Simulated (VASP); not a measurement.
# Ni in VASP: notebook, part 2 of 2

VASP 6.6.1.

**3. Single point, PBE, collinear spin, ferromagnetic start**

INCAR

```
SYSTEM = Ni
PREC = Accurate ; ENCUT = 520
EDIFF = 1E-7 ; ISMEAR = -1
SIGMA = 0.05 ; LREAL = .False.
LASPH = .True. ; NELM = 150
ALGO = Normal ; ISIF = 2
LWAVE = .False. ; LCHARG = .False.
ISPIN = 2 ; MAGMOM = 1 1 1 1 1
LORBIT = 11 ; LMAXMIX = 4
LDIPOL = .True. ; IDIPOL = 3
DIPOL = 0.5 0.5 0.500 ; GGA = PE
NBANDS = 37
```

KPOINTS

```
regular mesh
0
Gamma
  15 10 1
  0 0 0
```

POSCAR

```
Ni
1.0
    2.4880369585      0.0000000000      0.0000000000
    0.0000000000      3.5186156104      0.0000000000
    0.0000000000      0.0000000000     20.9761000000
Ni
5
Direct
    0.0000000000      0.0000000000      0.3813870569
    0.5000000000      0.5000000000      0.4406935283
    0.0000000000      0.0000000000      0.5000000000
    0.5000000000      0.5000000000      0.5593064717
    0.0000000000      0.0000000000      0.6186129431
```

Potentials or basis: VASP PAW PBE potentials, release 64 (Ni).

On the command line:

```
$ cat potpaw_PBE.64/Ni/POTCAR > POTCAR
$ mpirun -np 1 vasp_std > vasp.out
```

OUTCAR:

```text
SYSTEM = Ni
   PREC = Accurate
   ENCUT = 520
   EDIFF = 1E-7
   ISMEAR = -1
   LREAL = .False.
   LASPH = .True.
   NELM = 150
   ISIF = 2
   ISPIN = 2
   LORBIT = 11
   GGA = PE

 ion  position               nearest neighbor table
   1  0.000  0.000  0.381-   3 2.49   2 2.49   2 2.49   2 2.49   2 2.49
   2  0.500  0.500  0.441-   1 2.49   1 2.49   1 2.49   1 2.49   3 2.49   3 2.49   3 2.49   3 2.49
                             4 2.49
   3  0.000  0.000  0.500-   1 2.49   5 2.49   4 2.49   2 2.49   2 2.49   4 2.49   2 2.49   4 2.49
                             2 2.49   4 2.49
   4  0.500  0.500  0.559-   5 2.49   5 2.49   5 2.49   5 2.49   3 2.49   3 2.49   3 2.49   3 2.49
                             2 2.49
   5  0.000  0.000  0.619-   3 2.49   4 2.49   4 2.49   4 2.49   4 2.49

  LATTYP: Found a simple orthorhombic cell.
 ALAT       =     2.4880369585
 B/A-ratio  =     1.4142135624
 C/A-ratio  =     8.4307831234

  Lattice vectors:

 A1 = (   2.4880369585,   0.0000000000,   0.0000000000)
 A2 = (   0.0000000000,   3.5186156104,   0.0000000000)
 A3 = (   0.0000000000,   0.0000000000,  20.9761000000)

Analysis of symmetry for initial positions (statically):
=====================================================================
 Subroutine PRICEL returns:
 Original cell was already a primitive cell.

 Routine SETGRP: Setting up the symmetry group for a
 simple orthorhombic supercell.

 Subroutine GETGRP returns: Found  8 space group operations
 (whereof  8 operations were pure point group operations)
 out of a pool of  8 trial point group operations.

The static configuration has the point symmetry D_2h.

Analysis of symmetry for dynamics (positions and initial velocities):
=====================================================================
 Subroutine PRICEL returns:
 Original cell was already a primitive cell.

 Routine SETGRP: Setting up the symmetry group for a
 simple orthorhombic supercell.

 Subroutine GETGRP returns: Found  8 space group operations
 (whereof  8 operations were pure point group operations)
 out of a pool of  8 trial point group operations.

The dynamic configuration has the point symmetry D_2h.

Analysis of structural, dynamic, and magnetic symmetry:
=====================================================================
 Subroutine PRICEL returns:
 Original cell was already a primitive cell.

 Routine SETGRP: Setting up the symmetry group for a
 simple orthorhombic supercell.

 Subroutine GETGRP returns: Found  8 space group operations
 (whereof  8 operations were pure point group operations)
 out of a pool of  8 trial point group operations.

The overall configuration has the point symmetry D_2h.

 Subroutine INISYM returns: Found  8 space group operations
 (whereof  8 operations are pure point group operations),
 and found     1 'primitive' translations

----------------------------------------------------------------------------------------

                                     Primitive cell

  volume of cell :     183.6341

  direct lattice vectors                    reciprocal lattice vectors
     2.488036958  0.000000000  0.000000000     0.401923290  0.000000000  0.000000000
     0.000000000  3.518615610  0.000000000     0.000000000  0.284202684  0.000000000
     0.000000000  0.000000000 20.976100000     0.000000000  0.000000000  0.047673304
[... 100 lines left out ...]
   PSTRESS=    0.0 pullay stress
   NELECT =      50.0000    total number of electrons
   NUPDOWN=      -1.0000    fix difference up-down
   EMIN   =  10.00;   EMAX   =-10.00  energy-range for DOS
   EFERMI =   0.00;   METHOD = LEGACY
   ISMEAR =    -1;   SIGMA  =   0.05  broadening in eV -4-tet -1-fermi 0-gaus
   EFERMI_NEDOS =   21; number of points for ismear=-14 and -15
   IALGO  =     38    algorithm
   IMIX   =      4    mixing-type and parameters
     AMIX     =   0.40;   BMIX     =  1.00
     AMIX_MAG =   1.60;   BMIX_MAG =  1.00
  volume/ion in A,a.u.               =      36.73       247.84
  Fermi-wavevector in a.u.,A,eV,Ry     =   1.061077  2.005145 15.318597  1.125885
  Thomas-Fermi vector in A             =   2.196481
   LORBIT       =     11    0 simple, 1 ext, 2 COOP (PROOUT), +10 PAW based schemes
   GGA     = PE    functional components
   LHFCALC =     F    Hartree Fock is set to
   AEXX    =    0.0000 exact exchange contribution
   IVDW    =     0    specifies the selected vdW correction
   LEPSILON=     F    determine dielectric tensor
   LRPA    =     F    only Hartree local field effects (RPA)
 spin polarized calculation
  energy-cutoff  :      520.00
  volume of cell :      183.63
 maximum number of plane-waves:      4979
 NGX is ok and might be reduce to    20
   NGX =  9   NGY = 13   NGZ = 79

 dipolmoment           0.000000      0.000000      0.000000 electrons x Angstroem

 number of electron      49.9999934 magnetization       3.5795178

 dipolmoment           0.000000      0.000000     -0.000000 electrons x Angstroem

 Free energy of the ion-electron system (eV)
  ---------------------------------------------------
  ext. energy  EPLUGINS =         0.00000000
  ---------------------------------------------------
  free energy    TOTEN  =       -24.83791661 eV

  energy without entropy =      -24.76035204  energy(sigma->0) =      -24.79913433

 E-fermi :  -0.3430     XC(G=0):  -4.9389

 val. band max:       -0.3430479970   @ k =   0.1333   0.2000   0.0000
 cond. band min:      -0.3428368245   @ k =   0.0667   0.2000   0.0000
 fundamental gap:      0.0002111725
 Fermi energy:        -0.3430479680

 spin component 1

 k-point     1 :       0.0000    0.0000    0.0000
  band No.  band energies     occupation
      1      -8.5168      1.00000
      2      -6.4363      1.00000
      3      -4.6613      1.00000
      4      -4.4500      1.00000
      5      -3.9973      1.00000
      6      -3.8990      1.00000
[... 949 lines left out ...]
     36       9.1143      0.00000
     37       9.2275      0.00000

 [... further k-points ...]

 spin component 2

 k-point     1 :       0.0000    0.0000    0.0000
  band No.  band energies     occupation
      1      -8.5414      1.00000
      2      -6.4340      1.00000
      3      -4.3018      1.00000
      4      -4.0040      1.00000
      5      -3.4615      1.00000
      6      -3.3235      1.00000
[... 949 lines left out ...]
     36       9.2600      0.00000
     37       9.4456      0.00000

 [... further k-points ...]

------------------------ aborting loop because EDIFF is reached ----------------------------------------

 vacuum level on the upper side and lower side of the slab       (xc-potential included)        -0.000        -0.000

  FORCE on cell =-STRESS in cart. coord.  units (eV):
  Direction    XX          YY          ZZ          XY          YZ          ZX
  --------------------------------------------------------------------------------------
  -------------------------------------------------------------------------------------
  Total       -2.7172799     -3.1306198     -2.0101781      0.0000000      0.0000000      0.0000000
  in kB      -23.7078170    -27.3141389    -17.5384707      0.0000000      0.0000000      0.0000000
  external PRESSURE =     -22.8534755 kB  Pullay stress =       0.0000000 kB

 VOLUME and BASIS-vectors are now :
 -----------------------------------------------------------------------------
  energy-cutoff  :      520.00
  volume of cell :      183.63
      direct lattice vectors                 reciprocal lattice vectors
     2.488036958  0.000000000  0.000000000     0.401923290  0.000000000  0.000000000
     0.000000000  3.518615610  0.000000000     0.000000000  0.284202684  0.000000000
     0.000000000  0.000000000 20.976100000     0.000000000  0.000000000  0.047673304

 POSITION                                       TOTAL-FORCE (eV/Angst)
 -----------------------------------------------------------------------------------
      0.00000      0.00000      8.00001         0.000000     -0.000000      0.690921
      1.24402      1.75931      9.24403         0.000000     -0.000000     -0.575343
      0.00000      0.00000     10.48805         0.000000     -0.000000     -0.000000
      1.24402      1.75931     11.73207         0.000000     -0.000000      0.575343
      0.00000      0.00000     12.97609         0.000000      0.000000     -0.690921
 -----------------------------------------------------------------------------------
    total drift:                                0.000000      0.000000     -0.000000

  FREE ENERGIE OF THE ION-ELECTRON SYSTEM (eV)
  ---------------------------------------------------
  free  energy   TOTEN  =       -24.8379166142 eV

  energy  without entropy=      -24.7603520381  energy(sigma->0) =      -24.79913433

 vacuum level on the upper side and lower side of the slab         4.171         4.171

 total charge

# of ion       s       p       d       tot
------------------------------------------
    1        0.462   0.292   8.319   9.074
    2        0.491   0.465   8.303   9.258
    3        0.496   0.491   8.308   9.295
    4        0.491   0.465   8.303   9.258
    5        0.462   0.292   8.319   9.074
--------------------------------------------------
tot          2.401   2.005  41.553  45.960

 magnetization (x)

# of ion       s       p       d       tot
------------------------------------------
    1        0.002  -0.013   0.799   0.788
    2       -0.007  -0.024   0.691   0.660
    3       -0.006  -0.025   0.743   0.713
    4       -0.007  -0.024   0.691   0.660
    5        0.002  -0.013   0.799   0.788
--------------------------------------------------
tot         -0.015  -0.100   3.723   3.608
```

Run time: 14 min. Hardware: 1 thread of Intel Xeon 6975P-C (Granite Rapids), shared host; peak memory 0.63 GiB.

What came out:

```yaml
Free_energy: -24.8379 eV
Largest_force: 0.691 eV/Å
Net_moment: 3.58 μB per cell
Site_moments: Ni +0.79, +0.66, +0.71 (each value once) μB
Valence_electrons_inside_the_program's_atomic_spheres: Ni 9.07, 9.26, 9.29 (each value once)
```

Forces on the atoms (eV/Å):
```
Ni   0.000  0.000  0.691
Ni   0.000  0.000 -0.575
Ni   0.000  0.000  0.000
Ni   0.000  0.000  0.575
Ni   0.000  0.000 -0.691
```
